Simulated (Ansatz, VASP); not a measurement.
## Two plane-wave programs on MgO

File INCAR:

```
PREC = Accurate
ENCUT = 520
EDIFF = 1E-7
ISMEAR = 0
SIGMA = 0.05
LREAL = False
LASPH = True
NELM = 60
ALGO = Normal
ISIF = 2
LWAVE = False
LCHARG = True
GGA = PE
LELF = True
LVHAR = True
NBANDS = 26
```

File KPOINTS:

```
Automatic mesh
0
Gamma
  9 9 2
```

The input POSCAR:

```
MgO
1.0
    3.2803754002      0.0000000000      0.0000000000
   -1.6401877001      2.8408884305      0.0000000000
    0.0000000000      0.0000000000     10.5147056238
Mg O
4 4
Direct
    0.3333333333      0.6666666667      0.9694791811
    0.0000000000      0.0000000000      0.2208070585
    0.0000000000      0.0000000000      0.7208070585
    0.6666666667      0.3333333333      0.4694791811
    0.3333333333      0.6666666667      0.7800540723
   -0.1341309900      0.0000000000      0.4668886358
    0.0000000000      0.0000000000      0.0296578681
    0.6666666667      0.3333333333      0.2800540723
```

Input for Ansatz:

```yaml
crystal:
  lattice:
    - [3.2803754002, 0.0, 0.0]
    - [-1.6401877001, 2.8408884305, 0.0]
    - [0.0, 0.0, 10.5147056238]
  atoms:
    - { symbol: Mg, position: [0.3333333333, 0.6666666667, 0.9694791811] }
    - { symbol: Mg, position: [0.0, 0.0, 0.2208070585] }
    - { symbol: Mg, position: [0.0, 0.0, 0.7208070585] }
    - { symbol: Mg, position: [0.6666666667, 0.3333333333, 0.4694791811] }
    - { symbol: O, position: [0.3333333333, 0.6666666667, 0.7800540723] }
    - { symbol: O, position: [-0.13413099, 0.0, 0.4668886358] }
    - { symbol: O, position: [0.0, 0.0, 0.0296578681] }
    - { symbol: O, position: [0.6666666667, 0.3333333333, 0.2800540723] }
basis:
  ecutwfc: 420
kpoints:
  mp_grid: { grid: [9, 9, 2] }
hamiltonian:
  xc: pbe
  pseudopotentials: { kind: paw, azcp: { folder: soft_1 } }
scf:
  occupations: { method: gaussian, width: 0.05 }
output:
  forces: true
  stress: true
  eigenvalues: true
  write_density: true
  write_potential: true
  elf: true
  volumetric_format: npy
```

Alike in both runs: task single point; functional PBE; k mesh 9 × 9 × 2; occupations gaussian, width 0.05 eV; no spin polarisation.

|  | VASP | Ansatz |
| --- | --- | --- |
| version | VASP 6.6.1 | Ansatz 0.2.0 |
| potentials or method | VASP PAW PBE potentials, release 64 (Mg, O), cutoff 520 eV | scalar-relativistic, plane waves, PAW |
| valence electrons in the cell | 32 | 64 |

|  | VASP | Ansatz | Ansatz less VASP |
| --- | --- | --- | --- |
| gap on the k mesh at the Fermi level (eV) | 0.89 | 0.92 | +0.032 |
| least direct gap on the mesh (eV) | 0.89 | 0.92 | +0.031 |
| pressure (GPa) | 10.7 | 10.6 | -0.18 |
| traceless stress, the component that is largest in VASP (GPa) | -16.90 | -16.11 | +0.792 |
| rms of the force components (eV/Å) | 4.008 | 3.831 | -0.1774 |

Atom by atom the forces differ by 0.184 eV/Å (rms over components). With one functional, cell and mesh, what is left measures potentials, basis and numerics. VASP's potentials hold 32 valence electrons a cell and Ansatz's 64, so a difference there can come from the potentials and not from the codes.
